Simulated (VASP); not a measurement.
# PbSe (P6_3mc) in VASP: single point with PBE

Aim: the single point of PbSe with PBE.

All numbers are computed with VASP 6.6.1; they aren't measurements. Logs are shortened: lines on timing, memory, paths and dates and some standing lists are left out, and cuts for length are marked.

### 1 The cell of the first run

The structure is hexagonal, space group P6_3mc (No. 186). Conventional cell: a = 5.174 Å, b = 5.174 Å, c = 6.215 Å, α = 90.00°, β = 90.00°, γ = 120.00°. Pb (site symmetry 3m) has 5 Se at 2.99 to 3.14 Å within 3.9 Å. Se (site symmetry 3m) has 5 Pb at 2.99 to 3.14 Å within 3.9 Å.

### 2 Single point, PBE

Input file INCAR:

```
ALGO     = Normal         # electronic algorithm
EDIFF    = 1E-6           # SCF threshold, eV
ENCUT    = 520            # plane-wave cutoff, eV
GGA      = PE             # functional
ISIF     = 2              # what is computed and relaxed
ISMEAR   = 0              # smearing method
LASPH    = T              # aspherical terms in the spheres
LCHARG   = F              # write CHGCAR
LREAL    = F              # projectors in reciprocal space
LWAVE    = F              # write WAVECAR
NBANDS   = 28             # bands
NELM     = 60             # most SCF steps
PREC     = Accurate       # precision mode
SIGMA    = 0.01           # smearing width, eV
```

Input file KPOINTS:

```
k-points
0
Gamma
  6 6 2
```

Input file POSCAR:

```
PbSe
1.0
    5.1741442088      0.0000000000      0.0000000000
   -2.5870721044      4.4809403276      0.0000000000
    0.0000000000      0.0000000000      6.2147763800
Pb Se
2 2
Direct
    0.3333333333      0.6666666667     -0.0648976450
    0.6666666667      0.3333333333      0.4351023550
    0.3333333333      0.6666666667      0.4398976450
    0.6666666667      0.3333333333      0.9398976450
```

Potentials or basis: VASP PAW PBE potentials, release 64 (Pb_d, Se).

Run with:

```bash
$ cat potpaw_PBE.64/Pb_d/POTCAR potpaw_PBE.64/Se/POTCAR > POTCAR
$ mpirun -np 1 vasp_std > vasp.out
```

OUTCAR:

```text
EDIFF = 1E-6
   ENCUT = 520
   GGA = PE
   ISIF = 2
   ISMEAR = 0
   LASPH = T
   LREAL = F
   NELM = 60
   PREC = Accurate

 ion  position               nearest neighbor table
   1  0.333  0.667  0.935-   4 2.99   4 2.99   4 2.99   3 3.08   3 3.14
   2  0.667  0.333  0.435-   3 2.99   3 2.99   3 2.99   4 3.08   4 3.14
   3  0.333  0.667  0.440-   2 2.99   2 2.99   2 2.99   1 3.08   1 3.14
   4  0.667  0.333  0.940-   1 2.99   1 2.99   1 2.99   2 3.08   2 3.14

  LATTYP: Found a hexagonal cell.
 ALAT       =     5.1741442088
 C/A-ratio  =     1.2011216018

  Lattice vectors:

 A1 = (   5.1741442088,   0.0000000000,   0.0000000000)
 A2 = (  -2.5870721044,   4.4809403276,   0.0000000000)
 A3 = (   0.0000000000,   0.0000000000,   6.2147763800)

Analysis of symmetry for initial positions (statically):
=====================================================================
 Subroutine PRICEL returns:
 Original cell was already a primitive cell.

 Routine SETGRP: Setting up the symmetry group for a
 hexagonal supercell.

 Subroutine GETGRP returns: Found 12 space group operations
 (whereof  6 operations were pure point group operations)
 out of a pool of 24 trial point group operations.

The static configuration has the point symmetry C_3v.
 The point group associated with its full space group is C_6v.

Analysis of symmetry for dynamics (positions and initial velocities):
=====================================================================
 Subroutine PRICEL returns:
 Original cell was already a primitive cell.

 Routine SETGRP: Setting up the symmetry group for a
 hexagonal supercell.

 Subroutine GETGRP returns: Found 12 space group operations
 (whereof  6 operations were pure point group operations)
 out of a pool of 24 trial point group operations.

The dynamic configuration has the point symmetry C_3v.
 The point group associated with its full space group is C_6v.

 Subroutine INISYM returns: Found 12 space group operations
 (whereof  6 operations are pure point group operations),
 and found     1 'primitive' translations

----------------------------------------------------------------------------------------

                                     Primitive cell

  volume of cell :     144.0898

  direct lattice vectors                    reciprocal lattice vectors
     5.174144209  0.000000000  0.000000000     0.193268676  0.111583722  0.000000000
    -2.587072104  4.480940328  0.000000000     0.000000000  0.223167444  0.000000000
     0.000000000  0.000000000  6.214776380     0.000000000  0.000000000  0.160906835

  length of vectors
     5.174144209  5.174144209  6.214776380     0.223167444  0.223167444  0.160906835

  position of ions in fractional coordinates (direct lattice)
     0.333333333  0.666666667  0.935102355
     0.666666667  0.333333333  0.435102355
     0.333333333  0.666666667  0.439897645
     0.666666667  0.333333333  0.939897645

  ion indices of the primitive-cell ions
   primitive index   ion index
                 1           1
                 2           2
                 3           3
                 4           4

----------------------------------------------------------------------------------------

 KPOINTS: k-points

Automatic generation of k-mesh.
 Grid dimensions read from file:
 generate k-points for:    6    6    2

 Generating k-lattice:

  Cartesian coordinates                     Fractional coordinates (reciprocal lattice)
     0.032211446  0.018597287  0.000000000     0.166666667  0.000000000  0.000000000
     0.000000000  0.037194574  0.000000000     0.000000000  0.166666667  0.000000000
     0.000000000  0.000000000  0.080453418     0.000000000  0.000000000  0.500000000

  Length of vectors
     0.037194574  0.037194574  0.080453418

  Shift w.r.t. Gamma in fractional coordinates (k-lattice)
     0.000000000  0.000000000  0.000000000

 Subroutine IBZKPT returns following result:
 ===========================================

 Found     14 irreducible k-points:

 Following reciprocal coordinates:
            Coordinates               Weight
  0.000000  0.000000  0.000000      1.000000
  0.166667 -0.000000  0.000000      6.000000
  0.333333 -0.000000  0.000000      6.000000
  0.500000 -0.000000  0.000000      3.000000
  0.166667  0.166667  0.000000      6.000000
  0.333333  0.166667  0.000000     12.000000
  0.333333  0.333333  0.000000      2.000000
  0.000000  0.000000  0.500000      1.000000
  0.166667 -0.000000  0.500000      6.000000
  0.333333 -0.000000  0.500000      6.000000
  0.500000 -0.000000  0.500000      3.000000
  0.166667  0.166667  0.500000      6.000000
  0.333333  0.166667  0.500000     12.000000
  0.333333  0.333333  0.500000      2.000000
   k-points           NKPTS =     14   k-points in BZ     NKDIM =     14   number of bands    NBANDS=     28
   number of dos      NEDOS =    301   number of ions     NIONS =      4
   total plane-waves  NPLWV =  76800
   dimension x,y,z NGX =    40 NGY =   40 NGZ =   48
   dimension x,y,z NGXF=    80 NGYF=   80 NGZF=   96
   ions per type =               2   2
   NGX,Y,Z   is equivalent  to a cutoff of  12.85, 12.85, 12.84 a.u.
   NGXF,Y,Z  is equivalent  to a cutoff of  25.70, 25.70, 25.68 a.u.
 SYSTEM =  unknown system
   PREC   = accura    normal or accurate (medium, high low for compatibility)
   ISTART =      0    job   : 0-new  1-cont  2-samecut
   ICHARG =      2    charge: 1-file 2-atom 10-const
   ISPIN  =      1    spin polarized calculation?
   LNONCOLLINEAR =      F non collinear calculations
   LSORBIT =      F    spin-orbit coupling
   LASPH  =      T    aspherical Exc in radial PAW
   ENCUT  =  520.0 eV  38.22 Ry    6.18 a.u.   9.62  9.62 11.56*2*pi/ulx,y,z
   NELM   =     60;   NELMIN=  2; NELMDL= -5     # of ELM steps
   EDIFF  = 0.1E-05   stopping-criterion for ELM
   LREAL  =      F    real-space projection
[... 7 lines left out ...]
   TEBEG  =    0.0;   TEEND  =   0.0 temperature during run
   PSTRESS=    0.0 pullay stress
   NELECT =      40.0000    total number of electrons
   NUPDOWN=      -1.0000    fix difference up-down
   EMIN   =  10.00;   EMAX   =-10.00  energy-range for DOS
   EFERMI =   0.00;   METHOD = LEGACY
   ISMEAR =     0;   SIGMA  =   0.01  broadening in eV -4-tet -1-fermi 0-gaus
   EFERMI_NEDOS =   21; number of points for ismear=-14 and -15
   IALGO  =     38    algorithm
   IMIX   =      4    mixing-type and parameters
     AMIX     =   0.40;   BMIX     =  1.00
     AMIX_MAG =   1.60;   BMIX_MAG =  1.00
  volume/ion in A,a.u.               =      36.02       243.09
  Fermi-wavevector in a.u.,A,eV,Ry     =   1.067949  2.018131 15.517644  1.140515
  Thomas-Fermi vector in A             =   2.203581
   LORBIT       =      0    0 simple, 1 ext, 2 COOP (PROOUT), +10 PAW based schemes
   GGA     = PE    functional components
   LHFCALC =     F    Hartree Fock is set to
   AEXX    =    0.0000 exact exchange contribution
   IVDW    =     0    specifies the selected vdW correction
   LEPSILON=     F    determine dielectric tensor
   LRPA    =     F    only Hartree local field effects (RPA)
 non-spin polarized calculation
 Gauss-broadening in eV      SIGMA  =   0.01
  energy-cutoff  :      520.00
  volume of cell :      144.09
 maximum number of plane-waves:      3912
 NGX is ok and might be reduce to    40
   NGX = 19   NGY = 19   NGZ = 23

 number of electron      40.0000003 magnetization

 Free energy of the ion-electron system (eV)
  ---------------------------------------------------
  ext. energy  EPLUGINS =         0.00000000
  ---------------------------------------------------
  free energy    TOTEN  =       -15.70898591 eV

  energy without entropy =      -15.70898591  energy(sigma->0) =      -15.70898591

 E-fermi :   3.1710     XC(G=0):  -8.2127

 val. band max:        3.1077925371   @ k =   0.3333   0.3333   0.5000
 cond. band min:       4.2436560053   @ k =   0.3333   0.3333   0.5000
 fundamental gap:      1.1358634682
 Fermi energy:         3.1709566372

 k-point     1 :       0.0000    0.0000    0.0000
  band No.  band energies     occupation
      1     -13.7932      2.00000
      2     -13.7051      2.00000
      3     -13.7051      2.00000
      4     -13.7009      2.00000
      5     -13.6855      2.00000
      6     -13.6855      2.00000
[... 20 lines left out ...]
     27       8.9077      0.00000
     28       9.4665      0.00000

 k-point     2 :       0.1667   -0.0000    0.0000
  band No.  band energies     occupation
      1     -13.7894      2.00000
      2     -13.7071      2.00000
      3     -13.7065      2.00000
      4     -13.7042      2.00000
      5     -13.6858      2.00000
      6     -13.6851      2.00000
[... 20 lines left out ...]
     27       8.7972      0.00000
     28       9.1380      0.00000

 k-point     3 :       0.3333   -0.0000    0.0000
  band No.  band energies     occupation
      1     -13.7798      2.00000
      2     -13.7229      2.00000
      3     -13.7090      2.00000
      4     -13.7023      2.00000
      5     -13.6832      2.00000
      6     -13.6820      2.00000
[... 20 lines left out ...]
     27       8.7355      0.00000
     28       9.4581      0.00000

 k-point     4 :       0.5000   -0.0000    0.0000
  band No.  band energies     occupation
      1     -13.7726      2.00000
      2     -13.7336      2.00000
      3     -13.7102      2.00000
      4     -13.7010      2.00000
      5     -13.6823      2.00000
      6     -13.6805      2.00000
[... 20 lines left out ...]
     27       8.5903      0.00000
     28       9.2020      0.00000

 k-point     5 :       0.1667    0.1667    0.0000
  band No.  band energies     occupation
      1     -13.7823      2.00000
      2     -13.7189      2.00000
      3     -13.7091      2.00000
      4     -13.7019      2.00000
      5     -13.6845      2.00000
      6     -13.6825      2.00000
[... 20 lines left out ...]
     27       8.8101      0.00000
     28      10.0284      0.00000

 k-point     6 :       0.3333    0.1667    0.0000
  band No.  band energies     occupation
      1     -13.7704      2.00000
      2     -13.7358      2.00000
      3     -13.7117      2.00000
      4     -13.6981      2.00000
      5     -13.6825      2.00000
      6     -13.6823      2.00000
[... 20 lines left out ...]
     27       8.3221      0.00000
     28       9.4566      0.00000

 k-point     7 :       0.3333    0.3333    0.0000
  band No.  band energies     occupation
      1     -13.7539      2.00000
      2     -13.7539      2.00000
      3     -13.7133      2.00000
      4     -13.6902      2.00000
      5     -13.6902      2.00000
      6     -13.6828      2.00000
[... 20 lines left out ...]
     27       8.0485      0.00000
     28       9.6012      0.00000

 k-point     8 :       0.0000    0.0000    0.5000
  band No.  band energies     occupation
      1     -13.7348      2.00000
      2     -13.7348      2.00000
      3     -13.7028      2.00000
      4     -13.7028      2.00000
      5     -13.7028      2.00000
      6     -13.7028      2.00000
[... 20 lines left out ...]
     27       8.8917      0.00000
     28       8.8917      0.00000

 k-point     9 :       0.1667   -0.0000    0.5000
  band No.  band energies     occupation
      1     -13.7335      2.00000
      2     -13.7335      2.00000
      3     -13.7007      2.00000
      4     -13.7007      2.00000
      5     -13.7003      2.00000
      6     -13.7003      2.00000
[... 20 lines left out ...]
     27       9.5838      0.00000
     28       9.5838      0.00000

 k-point    10 :       0.3333   -0.0000    0.5000
  band No.  band energies     occupation
      1     -13.7292      2.00000
      2     -13.7292      2.00000
      3     -13.6977      2.00000
      4     -13.6977      2.00000
      5     -13.6964      2.00000
      6     -13.6964      2.00000
[... 20 lines left out ...]
     27      10.2009      0.00000
     28      10.2009      0.00000

 k-point    11 :       0.5000   -0.0000    0.5000
  band No.  band energies     occupation
      1     -13.7253      2.00000
      2     -13.7253      2.00000
      3     -13.7007      2.00000
      4     -13.7007      2.00000
      5     -13.6944      2.00000
      6     -13.6944      2.00000
[... 20 lines left out ...]
     27       9.6098      0.00000
     28       9.6098      0.00000

 k-point    12 :       0.1667    0.1667    0.5000
  band No.  band energies     occupation
      1     -13.7305      2.00000
      2     -13.7305      2.00000
      3     -13.6982      2.00000
      4     -13.6982      2.00000
      5     -13.6969      2.00000
      6     -13.6969      2.00000
[... 20 lines left out ...]
     27      10.2268      0.00000
     28      10.2268      0.00000

 k-point    13 :       0.3333    0.1667    0.5000
  band No.  band energies     occupation
      1     -13.7248      2.00000
      2     -13.7248      2.00000
      3     -13.7003      2.00000
      4     -13.7003      2.00000
      5     -13.6938      2.00000
      6     -13.6938      2.00000
[... 20 lines left out ...]
     27       9.6242      0.00000
     28       9.6242      0.00000

 k-point    14 :       0.3333    0.3333    0.5000
  band No.  band energies     occupation
      1     -13.7209      2.00000
      2     -13.7209      2.00000
      3     -13.7035      2.00000
      4     -13.7035      2.00000
      5     -13.6926      2.00000
      6     -13.6926      2.00000
[... 20 lines left out ...]
     27       9.4838      0.00000
     28       9.4838      0.00000

------------------------ aborting loop because EDIFF is reached ----------------------------------------

  FORCE on cell =-STRESS in cart. coord.  units (eV):
  Direction    XX          YY          ZZ          XY          YZ          ZX
  --------------------------------------------------------------------------------------
  -------------------------------------------------------------------------------------
  Total       -0.0110937     -0.0110937      3.9788573      0.0000000     -0.0000000      0.0000000
  in kB       -0.1233537     -0.1233537     44.2421022      0.0000000     -0.0000000      0.0000000
  external PRESSURE =      14.6651316 kB  Pullay stress =       0.0000000 kB

 VOLUME and BASIS-vectors are now :
 -----------------------------------------------------------------------------
  energy-cutoff  :      520.00
  volume of cell :      144.09
      direct lattice vectors                 reciprocal lattice vectors
     5.174144209  0.000000000  0.000000000     0.193268676  0.111583722  0.000000000
    -2.587072104  4.480940328  0.000000000     0.000000000  0.223167444  0.000000000
     0.000000000  0.000000000  6.214776380     0.000000000  0.000000000  0.160906835

 POSITION                                       TOTAL-FORCE (eV/Angst)
 -----------------------------------------------------------------------------------
     -0.00000      2.98729      5.81145         0.000000      0.000000     -0.014022
      2.58707      1.49365      2.70406        -0.000000     -0.000000     -0.014022
     -0.00000      2.98729      2.73387        -0.000000     -0.000000      0.014022
      2.58707      1.49365      5.84125         0.000000      0.000000      0.014022
 -----------------------------------------------------------------------------------
    total drift:                               -0.000000      0.000000     -0.000922

  FREE ENERGIE OF THE ION-ELECTRON SYSTEM (eV)
  ---------------------------------------------------
  free  energy   TOTEN  =       -15.7089859137 eV

  energy  without entropy=      -15.7089859137  energy(sigma->0) =      -15.70898591
```

It took 1.8 min on 1 thread of AMD EPYC 7R13, shared host; peak memory 0.24 GiB.

What came out:

```
Free energy            : -15.7090 eV
Pressure               : 1.5 GPa
Largest force          : 0.014 eV/Å
Band gap on the k mesh : 1.14 eV, direct
```

Forces on the atoms (eV/Å):
```
Pb   0.000  0.000 -0.014
Pb   0.000  0.000 -0.014
Se   0.000  0.000  0.014
Se   0.000  0.000  0.014
```

Stress tensor (GPa, compression positive):
```
-0.01  0.00  0.00
 0.00 -0.01  0.00
 0.00  0.00  4.42
```

Caveat: the k points lie up to 0.51 Å⁻¹ apart; spin-orbit coupling is left out, which moves the levels of the heavy elements. A k mesh can miss the band edges.
